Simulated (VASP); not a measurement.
**SnSe2: single point with r2SCAN**

SnSe2:

```
CELL_PARAMETERS angstrom
3.82515 0.00000 0.00000
-1.91257 3.31268 0.00000
0.00000 0.00000 6.22708
ATOMIC_POSITIONS crystal
Sn 0.00000 0.00000 0.00000
Se 0.33333 0.66667 0.25308
Se 0.66667 0.33333 0.74692
```

| Item | Value |
| --- | --- |
| Program | VASP 6.6.1 |
| Task | single point |
| Functional | r2SCAN |
| Potentials or basis | VASP PAW PBE potentials, release 64 (Sn_d, Se) |
| Cutoff | 520 eV |
| k mesh | 6 × 6 × 4 |
| Occupations | gaussian, width 0.01 eV |
| Spin | no spin polarisation |
| Dipole correction | no |
| Further INCAR settings | ALGO = Normal; EDIFF = 1e-06; NBANDS = 20 |

```
Pressure               : 1.0 GPa
Largest force          : 0.026 eV/Å
Band gap on the k mesh : 1.07 eV, indirect (least direct gap 1.51 eV)
```

Forces in eV/Å, atoms in the order of the input:
```
Sn   0.000  0.000  0.000
Se   0.000  0.000 -0.026
Se   0.000  0.000  0.026
```

Stress tensor (GPa, compression positive):
```
1.07 0.00 0.00
0.00 1.07 0.00
0.00 0.00 0.89
```

Levels at points of the mesh, in eV from the valence-band top:
```csv
k point,band 10,band 11,band 12,band 13,band 14,band 15,band 16,band 17
"(0.00, 0.00, 0.00)",-0.53,-0.25,-0.25,-0.05,1.49,3.63,5.12,5.12
"(0.50, 0.00, 0.00)",-2.87,-2.49,-1.17,-0.22,1.46,4.32,5.83,5.91
"(0.00, 0.00, 0.50)",-0.63,-0.63,-0.09,-0.09,2.87,3.57,4.85,4.85
"(0.50, 0.00, 0.50)",-2.31,-1.95,-0.77,-0.62,1.07,4.71,5.25,6.37
```

Wall time 2 min on 1 thread of AMD EPYC 7R13 Processor (Zen 3), with other jobs on the host, peak memory 0.18 GiB.

Caveat: the PAW data sets were made with another functional, which shifts forces and pressure a little; spin-orbit coupling is left out, which moves the levels of the heavy elements. A k mesh can miss the band edges.
